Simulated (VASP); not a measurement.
# RuC5 (P6/mmm) in VASP: single point with PBE

Aim: the single point of RuC5 with PBE.

Program: VASP 6.6.1. These are calculated values, not measurements. Logs are shortened: lines on timing, memory, paths and dates and some standing lists are left out, and cuts for length are marked.

## (1) The cell of the first run

The structure is hexagonal, space group P6/mmm (No. 191). Conventional cell: a = 4.469 Å, b = 4.469 Å, c = 5.072 Å, α = 90.00°, β = 90.00°, γ = 120.00°. Within 2.4 Å of Ru (site symmetry 6/mmm) lie 8 C at 1.78 to 2.23 Å. Within 3.0 Å of C (site symmetry mmm) lie 2 Ru at 2.23 Å and 8 C at 2.23 to 2.86 Å. Within 2.0 Å of C (site symmetry 6mm) lie 1 C at 1.51 Å and 1 Ru at 1.78 Å.

## (2) Single point, PBE

Contents of INCAR:

```
SYSTEM = RuC5
PREC = Accurate
ENCUT = 520
EDIFF = 1E-6
ISMEAR = 0
SIGMA = 0.1
LREAL = .FALSE.
LASPH = .TRUE.
NELM = 100
ALGO = Normal
ISIF = 2
LWAVE = .FALSE.
LCHARG = .TRUE.
GGA = PE
LELF = .TRUE.
LVHAR = .TRUE.
NBANDS = 26
```

Contents of KPOINTS:

```
regular mesh
0
G
  6 6 4
  0 0 0
```

Contents of POSCAR:

```
RuC5
1.0
    4.4692226600      0.0000000000      0.0000000000
   -2.2346113300      3.8704603600      0.0000000000
    0.0000000000      0.0000000000      5.0722864400
Ru C
1 5
Direct
    0.0000000000      0.0000000000      0.5000000000
    0.5000000000      0.0000000000      0.5000000000
    0.0000000000      0.5000000000      0.5000000000
    0.5000000000      0.5000000000      0.5000000000
    0.0000000000      0.0000000000      0.1489269600
    0.0000000000      0.0000000000      0.8510730400
```

Potentials or basis: VASP PAW PBE potentials, release 64 (Ru_pv, C).

Launch:

```sh
$ cat potpaw_PBE.64/Ru_pv/POTCAR potpaw_PBE.64/C/POTCAR > POTCAR
$ mpirun -np 1 vasp_std > vasp.out
```

OUTCAR:

```text
SYSTEM = RuC5
   PREC = Accurate
   ENCUT = 520
   EDIFF = 1E-6
   ISMEAR = 0
   LREAL = .FALSE.
   LASPH = .TRUE.
   NELM = 100
   ISIF = 2
   GGA = PE

 ion  position               nearest neighbor table
   1  0.000  0.000  0.500-   5 1.78   6 1.78   2 2.23   2 2.23   4 2.23   3 2.23   3 2.23   4 2.23

   2  0.500  0.000  0.500-   1 2.23   1 2.23
   3  0.000  0.500  0.500-   1 2.23   1 2.23
   4  0.500  0.500  0.500-   1 2.23   1 2.23
   5  0.000  0.000  0.149-   6 1.51   1 1.78
   6  0.000  0.000  0.851-   5 1.51   1 1.78

  LATTYP: Found a hexagonal cell.
 ALAT       =     4.4692226600
 C/A-ratio  =     1.1349370631

  Lattice vectors:

 A1 = (   4.4692226600,   0.0000000000,   0.0000000000)
 A2 = (  -2.2346113300,   3.8704603600,   0.0000000000)
 A3 = (   0.0000000000,   0.0000000000,   5.0722864400)

Analysis of symmetry for initial positions (statically):
=====================================================================
 Subroutine PRICEL returns:
 Original cell was already a primitive cell.

 Routine SETGRP: Setting up the symmetry group for a
 hexagonal supercell.

 Subroutine GETGRP returns: Found 24 space group operations
 (whereof 24 operations were pure point group operations)
 out of a pool of 24 trial point group operations.

The static configuration has the point symmetry D_6h.

Analysis of symmetry for dynamics (positions and initial velocities):
=====================================================================
 Subroutine PRICEL returns:
 Original cell was already a primitive cell.

 Routine SETGRP: Setting up the symmetry group for a
 hexagonal supercell.

 Subroutine GETGRP returns: Found 24 space group operations
 (whereof 24 operations were pure point group operations)
 out of a pool of 24 trial point group operations.

The dynamic configuration has the point symmetry D_6h.

 Subroutine INISYM returns: Found 24 space group operations
 (whereof 24 operations are pure point group operations),
 and found     1 'primitive' translations

----------------------------------------------------------------------------------------

                                     Primitive cell

  volume of cell :      87.7402

  direct lattice vectors                    reciprocal lattice vectors
     4.469222660  0.000000000  0.000000000     0.223752557  0.129183599  0.000000000
    -2.234611330  3.870460360  0.000000000     0.000000000  0.258367198  0.000000000
     0.000000000  0.000000000  5.072286440     0.000000000  0.000000000  0.197149749

  length of vectors
     4.469222660  4.469222661  5.072286440     0.258367199  0.258367198  0.197149749

  position of ions in fractional coordinates (direct lattice)
     0.000000000  0.000000000  0.500000000
     0.500000000  0.000000000  0.500000000
     1.000000000  0.500000000  0.500000000
     0.500000000  0.500000000  0.500000000
     0.000000000  0.000000000  0.148926960
     0.000000000  0.000000000  0.851073040

  ion indices of the primitive-cell ions
   primitive index   ion index
                 1           1
                 2           2
                 3           3
                 4           4
                 5           5
                 6           6

----------------------------------------------------------------------------------------

 KPOINTS: regular mesh

Automatic generation of k-mesh.
 Grid dimensions read from file:
 generate k-points for:    6    6    4

 Generating k-lattice:

  Cartesian coordinates                     Fractional coordinates (reciprocal lattice)
     0.037292093  0.021530600  0.000000000     0.166666667 -0.000000000  0.000000000
     0.000000000  0.043061200  0.000000000     0.000000000  0.166666667  0.000000000
     0.000000000  0.000000000  0.049287437     0.000000000  0.000000000  0.250000000

  Length of vectors
     0.043061200  0.043061200  0.049287437

  Shift w.r.t. Gamma in fractional coordinates (k-lattice)
     0.000000000  0.000000000  0.000000000

 Subroutine IBZKPT returns following result:
 ===========================================

 Found     21 irreducible k-points:

 Following reciprocal coordinates:
            Coordinates               Weight
  0.000000  0.000000  0.000000      1.000000
  0.166667 -0.000000  0.000000      6.000000
  0.333333 -0.000000  0.000000      6.000000
  0.500000 -0.000000  0.000000      3.000000
  0.166667  0.166667  0.000000      6.000000
  0.333333  0.166667  0.000000     12.000000
[... 13 lines left out ...]
  0.333333  0.166667  0.500000     12.000000
  0.333333  0.333333  0.500000      2.000000
   k-points           NKPTS =     21   k-points in BZ     NKDIM =     21   number of bands    NBANDS=     26
   number of dos      NEDOS =    301   number of ions     NIONS =      6
   total plane-waves  NPLWV =  51840
   dimension x,y,z NGX =    36 NGY =   36 NGZ =   40
   dimension x,y,z NGXF=    72 NGYF=   72 NGZF=   80
   ions per type =               1   5
   NGX,Y,Z   is equivalent  to a cutoff of  13.39, 13.39, 13.11 a.u.
   NGXF,Y,Z  is equivalent  to a cutoff of  26.78, 26.78, 26.22 a.u.
 SYSTEM =  RuC5
   PREC   = accura    normal or accurate (medium, high low for compatibility)
   ISTART =      0    job   : 0-new  1-cont  2-samecut
   ICHARG =      2    charge: 1-file 2-atom 10-const
   ISPIN  =      1    spin polarized calculation?
   LNONCOLLINEAR =      F non collinear calculations
   LSORBIT =      F    spin-orbit coupling
   LASPH  =      T    aspherical Exc in radial PAW
   ENCUT  =  520.0 eV  38.22 Ry    6.18 a.u.   8.31  8.31  9.43*2*pi/ulx,y,z
   NELM   =    100;   NELMIN=  2; NELMDL= -5     # of ELM steps
   EDIFF  = 0.1E-05   stopping-criterion for ELM
   LREAL  =      F    real-space projection
   EDIFFG = 0.1E-04   stopping-criterion for IOM
   NSW    =      0    number of steps for IOM
   IBRION =     -1    ionic relax: 0-MD 1-quasi-New 2-CG
   NFREE  =      0    steps in history (QN), initial steepest desc. (CG)
   ISIF   =      2    stress and relaxation
   ISYM   =      2    0-nonsym 1-usesym 2-fastsym
   POTIM  = 0.5000    time-step for ionic-motion
   TEBEG  =    0.0;   TEEND  =   0.0 temperature during run
   PSTRESS=    0.0 pullay stress
   NELECT =      34.0000    total number of electrons
   NUPDOWN=      -1.0000    fix difference up-down
   EMIN   =  10.00;   EMAX   =-10.00  energy-range for DOS
   EFERMI =   0.00;   METHOD = LEGACY
   ISMEAR =     0;   SIGMA  =   0.10  broadening in eV -4-tet -1-fermi 0-gaus
   EFERMI_NEDOS =   21; number of points for ismear=-14 and -15
   IALGO  =     38    algorithm
   IMIX   =      4    mixing-type and parameters
     AMIX     =   0.40;   BMIX     =  1.00
     AMIX_MAG =   1.60;   BMIX_MAG =  1.00
  volume/ion in A,a.u.               =      14.62        98.68
  Fermi-wavevector in a.u.,A,eV,Ry     =   1.193535  2.255453 19.381837  1.424525
  Thomas-Fermi vector in A             =   2.329547
   LORBIT       =      0    0 simple, 1 ext, 2 COOP (PROOUT), +10 PAW based schemes
   GGA     = PE    functional components
   LHFCALC =     F    Hartree Fock is set to
   AEXX    =    0.0000 exact exchange contribution
   IVDW    =     0    specifies the selected vdW correction
   LEPSILON=     F    determine dielectric tensor
   LRPA    =     F    only Hartree local field effects (RPA)
 non-spin polarized calculation
 Gauss-broadening in eV      SIGMA  =   0.10
  energy-cutoff  :      520.00
  volume of cell :       87.74
 maximum number of plane-waves:      2391
 NGX is ok and might be reduce to    36
   NGX = 17   NGY = 17   NGZ = 19

 number of electron      34.0000001 magnetization

 Free energy of the ion-electron system (eV)
  ---------------------------------------------------
  ext. energy  EPLUGINS =         0.00000000
  ---------------------------------------------------
  free energy    TOTEN  =       -36.62734564 eV

  energy without entropy =      -36.61166002  energy(sigma->0) =      -36.61950283

 E-fermi :   2.4437     XC(G=0):  -9.2463

 val. band max:        2.4355937760   @ k =   0.3333   0.1667   0.5000
 cond. band min:       2.4518052778   @ k =   0.5000  -0.0000   0.5000
 fundamental gap:      0.0162115018
 Fermi energy:         2.4437231943

 k-point     1 :       0.0000    0.0000    0.0000
  band No.  band energies     occupation
      1     -42.0796      2.00000
      2     -41.6985      2.00000
      3     -41.6985      2.00000
      4     -11.2566      2.00000
      5      -9.8090      2.00000
      6      -5.9428      2.00000
[... 18 lines left out ...]
     25       8.1274      0.00000
     26       8.2928      0.00000

 k-point     2 :       0.1667   -0.0000    0.0000
  band No.  band energies     occupation
      1     -42.0795      2.00000
      2     -41.6988      2.00000
      3     -41.6985      2.00000
      4     -11.0436      2.00000
      5      -9.7803      2.00000
      6      -6.6501      2.00000
[... 18 lines left out ...]
     25       8.1115      0.00000
     26       8.1331      0.00000

 k-point     3 :       0.3333   -0.0000    0.0000
  band No.  band energies     occupation
      1     -42.0794      2.00000
      2     -41.6995      2.00000
      3     -41.6986      2.00000
      4     -10.5168      2.00000
      5      -9.6450      2.00000
      6      -7.8027      2.00000
[... 18 lines left out ...]
     25       8.1513      0.00000
     26       8.3109      0.00000

 k-point     4 :       0.5000   -0.0000    0.0000
  band No.  band energies     occupation
      1     -42.0793      2.00000
      2     -41.6999      2.00000
      3     -41.6987      2.00000
      4     -10.2138      2.00000
      5      -9.2724      2.00000
      6      -8.6342      2.00000
[... 18 lines left out ...]
     25       8.1631      0.00000
     26       8.7081      0.00000
[... 409 lines left out ...]
      1     -42.0796      2.00000
      2     -41.6992      2.00000
      3     -41.6986      2.00000
      4     -10.3092      2.00000
      5      -9.4602      2.00000
      6      -7.4079      2.00000
[... 18 lines left out ...]
     25       6.2633      0.00000
     26       7.6537      0.00000

 k-point    20 :       0.3333    0.1667    0.5000
  band No.  band energies     occupation
      1     -42.0795      2.00000
      2     -41.6996      2.00000
      3     -41.6988      2.00000
      4      -9.4777      2.00000
      5      -9.4239      2.00000
      6      -8.3574      2.00000
[... 18 lines left out ...]
     25       6.4532      0.00000
     26       7.1165      0.00000

 k-point    21 :       0.3333    0.3333    0.5000
  band No.  band energies     occupation
      1     -42.0794      2.00000
      2     -41.6993      2.00000
      3     -41.6993      2.00000
      4      -9.4118      2.00000
      5      -8.7840      2.00000
      6      -8.7840      2.00000
[... 18 lines left out ...]
     25       6.9618      0.00000
     26       7.1428      0.00000

------------------------ aborting loop because EDIFF is reached ----------------------------------------

  FORCE on cell =-STRESS in cart. coord.  units (eV):
  Direction    XX          YY          ZZ          XY          YZ          ZX
  --------------------------------------------------------------------------------------
  -------------------------------------------------------------------------------------
  Total       -8.6856808     -8.6856808      9.7899217      0.0000000      0.0000000      0.0000000
  in kB     -158.6047030   -158.6047031    178.7686722      0.0000000      0.0000000      0.0000000
  external PRESSURE =     -46.1469113 kB  Pullay stress =       0.0000000 kB

 VOLUME and BASIS-vectors are now :
 -----------------------------------------------------------------------------
  energy-cutoff  :      520.00
  volume of cell :       87.74
      direct lattice vectors                 reciprocal lattice vectors
     4.469222660  0.000000000  0.000000000     0.223752557  0.129183599  0.000000000
    -2.234611330  3.870460360  0.000000000     0.000000000  0.258367198  0.000000000
     0.000000000  0.000000000  5.072286440     0.000000000  0.000000000  0.197149749

 POSITION                                       TOTAL-FORCE (eV/Angst)
 -----------------------------------------------------------------------------------
      0.00000      0.00000      2.53614        -0.000000     -0.000000      0.000000
      2.23461      0.00000      2.53614        -0.000000     -0.000000      0.000000
     -1.11731      1.93523      2.53614        -0.000000     -0.000000      0.000000
      1.11731      1.93523      2.53614        -0.000000     -0.000000      0.000000
      0.00000      0.00000      0.75540         0.000000     -0.000000    -12.482761
      0.00000      0.00000      4.31689        -0.000000      0.000000     12.482761
 -----------------------------------------------------------------------------------
    total drift:                               -0.000000     -0.000000      0.000000

  FREE ENERGIE OF THE ION-ELECTRON SYSTEM (eV)
  ---------------------------------------------------
  free  energy   TOTEN  =       -36.6273456372 eV

  energy  without entropy=      -36.6116600216  energy(sigma->0) =      -36.61950283
```

Run time: 73 s. Hardware: 1 thread of AMD EPYC 7R13, shared host; peak memory 0.23 GiB.

What came out:

```
Free energy            : -36.6273 eV
Pressure               : -4.6 GPa
Largest force          : 12.483 eV/Å
Band gap on the k mesh : zero (band 17 reaches 2.97 eV, above the bottom of band 18 at 1.71 eV)
```

Forces on the atoms (eV/Å):
```
Ru    0.000   0.000   0.000
C     0.000   0.000   0.000
C     0.000   0.000   0.000
C     0.000   0.000   0.000
C     0.000   0.000 -12.483
C     0.000   0.000  12.483
```

Levels at points of the mesh, in eV from the Fermi level:
| k point | band 14 | band 15 | band 16 | band 17 | band 18 | band 19 | band 20 | band 21 |
| --- | --- | --- | --- | --- | --- | --- | --- | --- |
| (0.00, 0.00, 0.00) | -3.90 | -1.56 | -0.77 | -0.77 | 0.02 | 0.02 | 1.03 | 1.03 |
| (0.50, 0.00, 0.00) | -1.78 | -1.65 | -0.92 | -0.24 | 0.29 | 0.30 | 1.16 | 1.44 |
| (0.00, 0.00, 0.50) | -3.62 | -0.35 | 0.03 | 0.03 | 0.93 | 0.93 | 1.22 | 1.22 |
| (0.50, 0.00, 0.50) | -0.93 | -0.34 | 0.01 | 0.14 | 0.80 | 1.06 | 1.13 | 1.18 |

Caveat: forces of over 1 eV/Å act on the atoms, so gaps and moduli don't describe the material at rest.
